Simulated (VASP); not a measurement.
# BN (P6_3/mmc) in VASP: single point with PBE

Aim: the single point of BN with PBE.

All numbers are computed with VASP 6.6.1; they aren't measurements. Logs are shortened: lines on timing, memory, paths and dates and some standing lists are left out, and cuts for length are marked.

### Step 1. The cell of the first run

The structure is hexagonal, space group P6_3/mmc (No. 194). The conventional cell has a = 2.488 Å, b = 2.488 Å, c = 6.495 Å, α = 90.00°, β = 90.00°, γ = 120.00°. Within 1.9 Å of B (site symmetry -6m2) lie 3 N at 1.44 Å. Within 1.9 Å of N (site symmetry -6m2) lie 3 B at 1.44 Å.

### Step 2. Single point, PBE

INCAR

```
SYSTEM = BN
PREC = Accurate
ENCUT = 600
EDIFF = 1E-6
ISMEAR = 0
SIGMA = 0.01
LREAL = Auto
LASPH = .TRUE.
NELM = 120
ALGO = Normal
ISIF = 2
LWAVE = .FALSE.
LCHARG = .FALSE.
GGA = PE
NBANDS = 326
GGA_COMPAT = .FALSE.
```

KPOINTS

```
Automatic mesh
0
Gamma
  1 1 1
  0.25 0.25 0.25
```

POSCAR

```
BN
1.0
    9.9533750459      0.0000000000      0.0000000000
   -4.9766875230      8.6198756432      0.0000000000
    0.0000000000      0.0000000000     12.9909657524
B N
64 64
Direct
    0.0833333333      0.1666666667      0.1250000000
    0.1666666667      0.0833333333      0.3750000000
    0.0833333333      0.1666666667      0.6250000000
    0.1666666667      0.0833333333      0.8750000000
    0.0833333333      0.4166666667      0.1250000000
    0.1666666667      0.3333333333      0.3750000000
[... 120 lines left out ...]
    0.8333333333      0.9166666667      0.8750000000
    0.9166666667      0.8333333333      0.6250000000
```

Potentials or basis: VASP PAW PBE potentials, release 64 (B, N).

Launch:

```console
cat potpaw_PBE.64/B/POTCAR potpaw_PBE.64/N/POTCAR > POTCAR
mpirun -np 1 vasp_std > vasp.out
```

OUTCAR:

```text
SYSTEM = BN
   PREC = Accurate
   ENCUT = 600
   EDIFF = 1E-6
   ISMEAR = 0
   LREAL = Auto
   LASPH = .TRUE.
   NELM = 120
   ISIF = 2
   GGA = PE

 ion  position               nearest neighbor table
   1  0.083  0.167  0.125- 114 1.44  70 1.44  66 1.44
   2  0.167  0.083  0.375-  81 1.44  77 1.44  65 1.44
   3  0.083  0.167  0.625- 116 1.44  72 1.44  68 1.44
   4  0.167  0.083  0.875-  83 1.44  79 1.44  67 1.44
   5  0.083  0.417  0.125- 118 1.44  74 1.44  70 1.44
   6  0.167  0.333  0.375-  85 1.44  65 1.44  69 1.44
[... 120 lines left out ...]
 127  0.833  0.917  0.875-  48 1.44  52 1.44  64 1.44
 128  0.917  0.833  0.625-  15 1.44  59 1.44  63 1.44

  LATTYP: Found a hexagonal cell.
 ALAT       =     9.9533750459
 C/A-ratio  =     1.3051819802

  Lattice vectors:

 A1 = (   9.9533750459,   0.0000000000,   0.0000000000)
 A2 = (  -4.9766875230,   8.6198756432,   0.0000000000)
 A3 = (   0.0000000000,   0.0000000000,  12.9909657524)

Analysis of symmetry for initial positions (statically):
=====================================================================
 Subroutine PRICEL returns following result:

  LATTYP: Found a hexagonal cell.
 ALAT       =     2.4883437615
 C/A-ratio  =     2.6103639605

  Lattice vectors:

 A1 = (   2.4883437615,   0.0000000000,   0.0000000000)
 A2 = (  -1.2441718807,   2.1549689108,   0.0000000000)
 A3 = (   0.0000000000,   0.0000000000,   6.4954828762)

  32 primitive cells build up your supercell.

 Routine SETGRP: Setting up the symmetry group for a
 hexagonal supercell.

 Subroutine GETGRP returns: Found 24 space group operations
 (whereof 12 operations were pure point group operations)
 out of a pool of 24 trial point group operations.

The static configuration has the point symmetry D_3d.
 The point group associated with its full space group is D_6h.

Analysis of symmetry for dynamics (positions and initial velocities):
=====================================================================
 Subroutine PRICEL returns following result:

  LATTYP: Found a hexagonal cell.
 ALAT       =     2.4883437615
 C/A-ratio  =     2.6103639605

  Lattice vectors:

 A1 = (   2.4883437615,   0.0000000000,   0.0000000000)
 A2 = (  -1.2441718807,   2.1549689108,   0.0000000000)
 A3 = (   0.0000000000,   0.0000000000,   6.4954828762)

  32 primitive cells build up your supercell.

 Routine SETGRP: Setting up the symmetry group for a
 hexagonal supercell.

 Subroutine GETGRP returns: Found 24 space group operations
 (whereof 12 operations were pure point group operations)
 out of a pool of 24 trial point group operations.

The dynamic configuration has the point symmetry D_3d.
 The point group associated with its full space group is D_6h.

 Subroutine INISYM returns: Found 24 space group operations
 (whereof 12 operations are pure point group operations),
 and found    32 'primitive' translations

----------------------------------------------------------------------------------------

                                     Primitive cell

  volume of cell :      34.8308

  direct lattice vectors                    reciprocal lattice vectors
     2.488343761  0.000000000  0.000000000     0.401873734  0.232021909  0.000000000
    -1.244171881  2.154968911  0.000000000     0.000000000  0.464043818  0.000000000
     0.000000000  0.000000000  6.495482876     0.000000000  0.000000000  0.153953142

  length of vectors
     2.488343761  2.488343761  6.495482876     0.464043818  0.464043818  0.153953142

  position of ions in fractional coordinates (direct lattice)
     0.333333333  0.666666667  0.250000000
     0.666666667  0.333333333  0.750000000
     0.333333333  0.666666667  0.750000000
     0.666666667  0.333333333  0.250000000

  ion indices of the primitive-cell ions
   primitive index   ion index
                 1           1
                 2           2
                 3          65
                 4          66

----------------------------------------------------------------------------------------

 KPOINTS: Automatic mesh

Automatic generation of k-mesh.
 Grid dimensions read from file:
 generate k-points for:    1    1    1

 Generating k-lattice:

  Cartesian coordinates                     Fractional coordinates (reciprocal lattice)
     0.100468434  0.058005477  0.000000000     1.000000000  0.000000000  0.000000000
     0.000000000  0.116010954  0.000000000     0.000000000  1.000000000  0.000000000
     0.000000000  0.000000000  0.076976571     0.000000000  0.000000000  1.000000000

  Length of vectors
     0.116010954  0.116010954  0.076976571

  Shift w.r.t. Gamma in fractional coordinates (k-lattice)
     0.250000000  0.250000000  0.250000000

 Subroutine IBZKPT returns following result:
 ===========================================

 Found      1 irreducible k-points:

 Following reciprocal coordinates:
            Coordinates               Weight
  0.250000  0.250000  0.250000     12.000000
   k-points           NKPTS =      1   k-points in BZ     NKDIM =      1   number of bands    NBANDS=    326
   number of dos      NEDOS =    301   number of ions     NIONS =    128
   total plane-waves  NPLWV = 691200
   dimension x,y,z NGX =    80 NGY =   80 NGZ =  108
   dimension x,y,z NGXF=   160 NGYF=  160 NGZF=  216
   ions per type =              64  64
   NGX,Y,Z   is equivalent  to a cutoff of  13.36, 13.36, 13.82 a.u.
   NGXF,Y,Z  is equivalent  to a cutoff of  26.72, 26.72, 27.64 a.u.
 SYSTEM =  BN
   PREC   = accura    normal or accurate (medium, high low for compatibility)
   ISTART =      0    job   : 0-new  1-cont  2-samecut
   ICHARG =      2    charge: 1-file 2-atom 10-const
   ISPIN  =      1    spin polarized calculation?
   LNONCOLLINEAR =      F non collinear calculations
   LSORBIT =      F    spin-orbit coupling
   LASPH  =      T    aspherical Exc in radial PAW
   ENCUT  =  600.0 eV  44.10 Ry    6.64 a.u.  19.88 19.88 25.95*2*pi/ulx,y,z
   NELM   =    120;   NELMIN=  2; NELMDL= -5     # of ELM steps
   EDIFF  = 0.1E-05   stopping-criterion for ELM
   LREAL  =      T    real-space projection
   EDIFFG = 0.1E-04   stopping-criterion for IOM
   NSW    =      0    number of steps for IOM
   IBRION =     -1    ionic relax: 0-MD 1-quasi-New 2-CG
   NFREE  =      0    steps in history (QN), initial steepest desc. (CG)
   ISIF   =      2    stress and relaxation
   ISYM   =      2    0-nonsym 1-usesym 2-fastsym
   POTIM  = 0.5000    time-step for ionic-motion
   TEBEG  =    0.0;   TEEND  =   0.0 temperature during run
   PSTRESS=    0.0 pullay stress
   NELECT =     512.0000    total number of electrons
   NUPDOWN=      -1.0000    fix difference up-down
   EMIN   =  10.00;   EMAX   =-10.00  energy-range for DOS
   EFERMI =   0.00;   METHOD = LEGACY
   ISMEAR =     0;   SIGMA  =   0.01  broadening in eV -4-tet -1-fermi 0-gaus
   EFERMI_NEDOS =   21; number of points for ismear=-14 and -15
   IALGO  =     38    algorithm
   IMIX   =      4    mixing-type and parameters
     AMIX     =   0.40;   BMIX     =  1.00
     AMIX_MAG =   1.60;   BMIX_MAG =  1.00
  volume/ion in A,a.u.               =       8.71        58.76
  Fermi-wavevector in a.u.,A,eV,Ry     =   1.263166  2.387038 21.709310  1.595589
  Thomas-Fermi vector in A             =   2.396537
   LORBIT       =      0    0 simple, 1 ext, 2 COOP (PROOUT), +10 PAW based schemes
   GGA     = PE    functional components
   LHFCALC =     F    Hartree Fock is set to
   AEXX    =    0.0000 exact exchange contribution
   IVDW    =     0    specifies the selected vdW correction
   LEPSILON=     F    determine dielectric tensor
   LRPA    =     F    only Hartree local field effects (RPA)
 non-spin polarized calculation
 Gauss-broadening in eV      SIGMA  =   0.01
  energy-cutoff  :      600.00
  volume of cell :     1114.58
 maximum number of plane-waves:     37239
 NGX is ok and might be reduce to    80
   NGX = 39   NGY = 39   NGZ = 51

 number of electron     511.9999921 magnetization

 Free energy of the ion-electron system (eV)
  ---------------------------------------------------
  ext. energy  EPLUGINS =         0.00000000
  ---------------------------------------------------
  free energy    TOTEN  =     -1124.28224404 eV

  energy without entropy =    -1124.28224404  energy(sigma->0) =    -1124.28224404

 E-fermi :   2.6851     XC(G=0): -10.2556

 val. band max:        2.5696826355   @ k =   0.2500   0.2500   0.2500
 cond. band min:       6.9774110706   @ k =   0.2500   0.2500   0.2500
 fundamental gap:      4.4077284351
 Fermi energy:         2.6850915546

 k-point     1 :       0.2500    0.2500    0.2500
  band No.  band energies     occupation
      1     -15.1581      2.00000
      2     -15.0713      2.00000
      3     -14.9428      2.00000
      4     -14.8537      2.00000
      5     -14.8537      2.00000
      6     -14.8474      2.00000
[... 260 lines left out ...]
    267       7.6277      0.00000
    268       7.6780      0.00000
 [bands above 268 left out]

------------------------ aborting loop because EDIFF is reached ----------------------------------------

  FORCE on cell =-STRESS in cart. coord.  units (eV):
  Direction    XX          YY          ZZ          XY          YZ          ZX
  --------------------------------------------------------------------------------------
  -------------------------------------------------------------------------------------
  Total       76.5022279     76.5022279     24.4029864     -0.0000000      0.0000000      0.0000000
  in kB      109.9694007    109.9694008     35.0784790     -0.0000000      0.0000000      0.0000000
  external PRESSURE =      85.0057602 kB  Pullay stress =       0.0000000 kB

 VOLUME and BASIS-vectors are now :
 -----------------------------------------------------------------------------
  energy-cutoff  :      600.00
  volume of cell :     1114.58
      direct lattice vectors                 reciprocal lattice vectors
     9.953375046  0.000000000  0.000000000     0.100468434  0.058005477  0.000000000
    -4.976687523  8.619875643  0.000000000     0.000000000  0.116010954  0.000000000
     0.000000000  0.000000000 12.990965752     0.000000000  0.000000000  0.076976571

 POSITION                                       TOTAL-FORCE (eV/Angst)
 -----------------------------------------------------------------------------------
     -0.00000      1.43665      1.62387        -0.000000      0.000000     -0.000000
      1.24417      0.71832      4.87161         0.000000     -0.000000     -0.000000
     -0.00000      1.43665      8.11935        -0.000000      0.000000     -0.000000
      1.24417      0.71832     11.36710         0.000000     -0.000000     -0.000000
     -1.24417      3.59161      1.62387        -0.000000      0.000000     -0.000000
      0.00000      2.87329      4.87161         0.000000     -0.000000     -0.000000
[... 120 lines left out ...]
      3.73252      7.90155     11.36710         0.000000      0.000000     -0.000000
      4.97669      7.18323      8.11935        -0.000000      0.000000      0.000000
 -----------------------------------------------------------------------------------
    total drift:                               -0.000003      0.000001      0.000000

  FREE ENERGIE OF THE ION-ELECTRON SYSTEM (eV)
  ---------------------------------------------------
  free  energy   TOTEN  =     -1124.2822440378 eV

  energy  without entropy=    -1124.2822440378  energy(sigma->0) =    -1124.28224404
```

It took 23 min on 1 thread of Intel Xeon 8259CL, shared host; peak memory 1.4 GiB.

What came out:

```yaml
Free_energy: -1124.2822 eV
Pressure: 8.5 GPa
Band_gap_on_the_k_mesh: 4.41 eV
```

Caveat: the k points lie up to 0.73 Å⁻¹ apart; a shifted mesh leaves out Γ, where band edges can lie; this functional lacks dispersion, which binds layers or chains, so the pressure and a relaxed spacing across them are unreliable.
